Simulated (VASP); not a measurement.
The system is PbS.

```xyz
2
Lattice="3.6291 0.0000 0.0000 0.0000 3.6291 0.0000 0.0000 0.0000 3.6291" Properties=species:S:1:pos:R:3 pbc="T T T"
Pb    0.0000    0.0000    0.0000
S     1.8146    1.8146    1.8146
```

Base run:

| Item | Value |
| --- | --- |
| Program | VASP 6.6.1 |
| Functional | PBEsol |
| Potentials or basis | VASP PAW PBE potentials, release 64 (Pb_d, S) |
| Cutoff | 520 eV |
| k mesh | 7 × 7 × 7 |
| Occupations | fermi-dirac, width 0.05 eV |
| Spin | no spin polarisation |

Its results: band gap on the k mesh zero (filled and empty bands touch); pressure -2.6 GPa.

Question: The run is repeated on the same cell with these changes: functional from PBEsol to r2SCAN; cutoff from 520 eV to 550 eV. What comes out?

Answer: Band gap on the k mesh 0.28 eV, indirect (least direct gap 1.67 eV); pressure 0.5 GPa.

r2SCAN gives the wider gap, since meta-GGAs in the generalised Kohn-Sham scheme recover part of the derivative discontinuity.

Caveats: the PAW data sets were made with another functional, which shifts forces and pressure a little; spin-orbit coupling is left out, which moves the levels of the heavy elements.

A k mesh can miss the band edges.
